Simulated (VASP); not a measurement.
# GeCl2 (Fm-3m) in VASP: notebook, part 2 of 2

VASP 6.6.1. The steps go on from the part before.

### Step 4. Single point, PBE (23.44 Å³/atom)

This run uses another cell than the first one, of 23.44 Å³/atom.

The input, INCAR:

```
ALGO = Normal
EDIFF = 1E-6
ENCUT = 520
GGA = PE
ISIF = 2
ISMEAR = 0
LASPH = True
LCHARG = False
LREAL = False
LWAVE = False
NBANDS = 21
NELM = 60
PREC = Accurate
SIGMA = 0.02
```

The input, KPOINTS:

```
k-points
0
Gamma
  6 6 6
```

The input, POSCAR:

```
GeCl2
1.0
    0.0000000000      3.2761877106      3.2761877106
    3.2761877106      0.0000000000      3.2761877106
    3.2761877106      3.2761877106      0.0000000000
Ge Cl
1 2
Direct
    0.0000000000      0.0000000000      0.0000000000
    0.2500000000      0.2500000000      0.2500000000
    0.7500000000      0.7500000000      0.7500000000
```

Potentials or basis: VASP PAW PBE potentials, release 64 (Ge_d, Cl).

On the command line:

```console
cat potpaw_PBE.64/Ge_d/POTCAR potpaw_PBE.64/Cl/POTCAR > POTCAR
mpirun -np 1 vasp_std > vasp.out
```

OUTCAR:

```text
EDIFF = 1E-6
   ENCUT = 520
   GGA = PE
   ISIF = 2
   ISMEAR = 0
   LASPH = True
   LREAL = False
   NELM = 60
   PREC = Accurate

 ion  position               nearest neighbor table
   1  0.000  0.000  0.000-
   2  0.250  0.250  0.250-
   3  0.750  0.750  0.750-

  LATTYP: Found a face centered cubic cell.
 ALAT       =     6.5523754212

  Lattice vectors:

 A1 = (   0.0000000000,   3.2761877106,   3.2761877106)
 A2 = (   3.2761877106,   0.0000000000,   3.2761877106)
 A3 = (   3.2761877106,   3.2761877106,   0.0000000000)

Analysis of symmetry for initial positions (statically):
=====================================================================
 Subroutine PRICEL returns:
 Original cell was already a primitive cell.

 Routine SETGRP: Setting up the symmetry group for a
 face centered cubic supercell.

 Subroutine GETGRP returns: Found 48 space group operations
 (whereof 48 operations were pure point group operations)
 out of a pool of 48 trial point group operations.

The static configuration has the point symmetry O_h .

Analysis of symmetry for dynamics (positions and initial velocities):
=====================================================================
 Subroutine PRICEL returns:
 Original cell was already a primitive cell.

 Routine SETGRP: Setting up the symmetry group for a
 face centered cubic supercell.

 Subroutine GETGRP returns: Found 48 space group operations
 (whereof 48 operations were pure point group operations)
 out of a pool of 48 trial point group operations.

The dynamic configuration has the point symmetry O_h .
[... 101 lines left out ...]
   TEBEG  =    0.0;   TEEND  =   0.0 temperature during run
   PSTRESS=    0.0 pullay stress
   NELECT =      28.0000    total number of electrons
   NUPDOWN=      -1.0000    fix difference up-down
   EMIN   =  10.00;   EMAX   =-10.00  energy-range for DOS
   EFERMI =   0.00;   METHOD = LEGACY
   ISMEAR =     0;   SIGMA  =   0.02  broadening in eV -4-tet -1-fermi 0-gaus
   EFERMI_NEDOS =   21; number of points for ismear=-14 and -15
   IALGO  =     38    algorithm
   IMIX   =      4    mixing-type and parameters
     AMIX     =   0.40;   BMIX     =  1.00
     AMIX_MAG =   1.60;   BMIX_MAG =  1.00
  volume/ion in A,a.u.               =      23.44       158.20
  Fermi-wavevector in a.u.,A,eV,Ry     =   1.204339  2.275871 19.734330  1.450432
  Thomas-Fermi vector in A             =   2.340067
   LORBIT       =      0    0 simple, 1 ext, 2 COOP (PROOUT), +10 PAW based schemes
   GGA     = PE    functional components
   LHFCALC =     F    Hartree Fock is set to
   AEXX    =    0.0000 exact exchange contribution
   IVDW    =     0    specifies the selected vdW correction
   LEPSILON=     F    determine dielectric tensor
   LRPA    =     F    only Hartree local field effects (RPA)
 non-spin polarized calculation
 Gauss-broadening in eV      SIGMA  =   0.02
  energy-cutoff  :      520.00
  volume of cell :       70.33
 maximum number of plane-waves:      1917
 NGX is ok and might be reduce to    36
   NGX = 17   NGY = 17   NGZ = 17

 number of electron      27.9999989 magnetization

 Free energy of the ion-electron system (eV)
  ---------------------------------------------------
  ext. energy  EPLUGINS =         0.00000000
  ---------------------------------------------------
  free energy    TOTEN  =       -10.05489321 eV

  energy without entropy =      -10.05489321  energy(sigma->0) =      -10.05489321

 E-fermi :   2.1149     XC(G=0):  -9.1014

 val. band max:        1.9986378918   @ k =   0.5000   0.0000   0.0000
 cond. band min:       4.6148673868   @ k =   0.1667   0.1667   0.0000
 fundamental gap:      2.6162294951
 Fermi energy:         2.1149356809

 k-point     1 :       0.0000    0.0000    0.0000
  band No.  band energies     occupation
      1     -22.0735      2.00000
      2     -22.0735      2.00000
      3     -22.0731      2.00000
      4     -22.0731      2.00000
      5     -22.0731      2.00000
      6     -12.7140      2.00000
[... 373 lines left out ...]
     20      12.8073      0.00000
     21      13.4316      0.00000

------------------------ aborting loop because EDIFF is reached ----------------------------------------

  FORCE on cell =-STRESS in cart. coord.  units (eV):
  Direction    XX          YY          ZZ          XY          YZ          ZX
  --------------------------------------------------------------------------------------
  -------------------------------------------------------------------------------------
  Total        0.5795535      0.5795535      0.5795535      0.0000000      0.0000000      0.0000000
  in kB       13.2028527     13.2028527     13.2028527      0.0000000      0.0000000      0.0000000
  external PRESSURE =      13.2028527 kB  Pullay stress =       0.0000000 kB

 VOLUME and BASIS-vectors are now :
 -----------------------------------------------------------------------------
  energy-cutoff  :      520.00
  volume of cell :       70.33
      direct lattice vectors                 reciprocal lattice vectors
     0.000000000  3.276187711  3.276187711    -0.152616408  0.152616408  0.152616408
     3.276187711  0.000000000  3.276187711     0.152616408 -0.152616408  0.152616408
     3.276187711  3.276187711  0.000000000     0.152616408  0.152616408 -0.152616408

 POSITION                                       TOTAL-FORCE (eV/Angst)
 -----------------------------------------------------------------------------------
      0.00000      0.00000      0.00000         0.000000      0.000000     -0.000000
      1.63809      1.63809      1.63809        -0.000000     -0.000000     -0.000000
      4.91428      4.91428      4.91428         0.000000      0.000000      0.000000
 -----------------------------------------------------------------------------------
    total drift:                               -0.000000      0.000000      0.000000

  FREE ENERGIE OF THE ION-ELECTRON SYSTEM (eV)
  ---------------------------------------------------
  free  energy   TOTEN  =       -10.0548932093 eV

  energy  without entropy=      -10.0548932093  energy(sigma->0) =      -10.05489321
```

stdout:

```text
POSCAR found type information on POSCAR GeCl
 POSCAR found :  2 types and       3 ions
 scaLAPACK will be used
 LDA part: xc-table for (Slater+PW92), standard interpolation
 POSCAR, INCAR and KPOINTS ok, starting setup
 FFT: planning ... GRIDC
 FFT: planning ... GRID_SOFT
 FFT: planning ... GRID
 WAVECAR not read
 entering main loop
```

It took 17 s on 1 thread of Intel Xeon Platinum 8488C (Sapphire Rapids), shared host; peak memory 0.2 GiB.

Results:

| Property | Result |
| --- | --- |
| Free energy | -10.0549 eV |
| Pressure | 1.3 GPa |
| Band gap on the k mesh | 2.62 eV (least direct gap 3.17 eV) |

A k mesh can miss the band edges.

### Step 5. Single point, PBE

This run uses another cell than the first one, of 24.27 Å³/atom.

The input, INCAR:

```
ALGO     = Normal         # electronic algorithm
EDIFF    = 1E-6           # SCF threshold, eV
ENCUT    = 520            # plane-wave cutoff, eV
GGA      = PE             # functional
ISIF     = 2              # what is computed and relaxed
ISMEAR   = 0              # smearing method
LASPH    = T              # aspherical terms in the spheres
LCHARG   = F              # write CHGCAR
LREAL    = F              # projectors in reciprocal space
LWAVE    = F              # write WAVECAR
NBANDS   = 21             # bands
NELM     = 80             # most SCF steps
PREC     = Accurate       # precision mode
SIGMA    = 0.1            # smearing width, eV
```

KPOINTS is that of step 4.

The input, POSCAR:

```
GeCl2
1.0
    0.0000000000      3.3141642086      3.3141642086
    3.3141642086      0.0000000000      3.3141642086
    3.3141642086      3.3141642086      0.0000000000
Ge Cl
1 2
Direct
    0.0000000000      0.0000000000      0.0000000000
    0.2500000000      0.2500000000      0.2500000000
    0.7500000000      0.7500000000      0.7500000000
```

On the command line:

```console
cat potpaw_PBE.64/Ge_d/POTCAR potpaw_PBE.64/Cl/POTCAR > POTCAR
mpirun -np 1 vasp_std > vasp.out
```

It took 16 s on 1 thread of Intel Xeon Platinum 8488C (Sapphire Rapids), shared host; peak memory 0.2 GiB.

Results (log left out):

| Item | Value |
| --- | --- |
| Free energy | -10.0645 eV |
| Pressure | -0.3 GPa |
| Band gap on the k mesh | 2.68 eV (least direct gap 3.07 eV) |

Levels at points of the mesh, in eV from the valence-band top:
| k point | band 10 | band 11 | band 12 | band 13 | band 14 | band 15 | band 16 | band 17 | band 18 | band 19 |
| --- | --- | --- | --- | --- | --- | --- | --- | --- | --- | --- |
| (0.00, 0.00, 0.00) | -2.46 | -2.46 | -1.27 | -1.27 | -1.27 | 2.91 | 2.91 | 2.91 | 8.45 | 8.45 |
| (0.50, 0.00, 0.00) | -2.49 | -2.49 | -1.82 | -1.82 | 0.00 | 4.25 | 4.25 | 4.74 | 9.05 | 9.89 |
| (0.50, 0.50, 0.00) | -3.64 | -1.20 | -0.47 | -0.47 | -0.14 | 2.93 | 5.19 | 5.19 | 7.75 | 10.22 |

### Step 6. Summary

```tsv
cell	smearing	gap on the mesh (eV)	pressure (GPa)
a = 4.536 Å, angles 60.0°, 3 atoms	gaussian 0.02 eV	2.46	5.0
a = 4.585 Å, angles 60.0°, 3 atoms	gaussian 0.02 eV	2.54	3.0
a = 4.633 Å, angles 60.0°, 3 atoms	gaussian 0.02 eV	2.62	1.3
a = 4.687 Å, angles 60.0°, 3 atoms	gaussian 0.1 eV	2.68	-0.3
```

Alike in all rows: task single point; level PBE; potentials or basis VASP PAW PBE potentials, release 64 (Ge_d, Cl); no spin polarisation; k mesh 6 × 6 × 6; cutoff (eV) 520.

Caveats: the cell stands under pressure (at least some runs).

Total energies depend on the potentials used, so only differences within one code and one set of settings carry meaning.
